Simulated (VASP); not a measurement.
## SiNi (rocksalt type): single point with LDA

SiNi (rocksalt type):

```xyz
2
Lattice="0.0000 2.2740 2.2740 2.2740 0.0000 2.2740 2.2740 2.2740 0.0000" Properties=species:S:1:pos:R:3 pbc="T T T"
Ni    0.0000    0.0000    0.0000
Si    2.2740    2.2740    2.2740
```

This cell differs from its parent crystal: volume scaled by 0.94.

```yaml
Program: VASP 6.6.1
Task: single point
Functional: LDA
Potentials_or_basis: VASP PAW LDA potentials, release 64 (Ni, Si)
Cutoff: 520 eV
k_mesh: 16 × 16 × 16
Occupations: fermi-dirac, width 0.08 eV
Spin: no spin polarisation
```

| Item | Value |
| --- | --- |
| Pressure | 12.2 GPa |
| Band gap on the k mesh | zero (band 7 reaches 15.15 eV, above the bottom of band 8 at 9.42 eV) |

Levels at points of the mesh, in eV from the Fermi level:
```
           k point  band 4  band 5  band 6  band 7  band 8  band 9  band 10  band 11
(0.00, 0.00, 0.00)   -3.01   -3.00   -3.00    4.52    4.52    4.52    10.60    10.60
(0.50, 0.00, 0.00)   -3.92   -2.10   -2.10   -1.36    6.37    6.37     6.49     6.49
(0.50, 0.50, 0.00)   -2.59   -1.87   -1.87   -0.80   -0.21   -0.21     4.48     6.49
```

Wall time 64 s on 1 thread of Intel Xeon 8259CL (shared host), peak memory 0.17 GiB.

 Spin polarisation is off, so any magnetic state and its effect on volume and gap are missing.
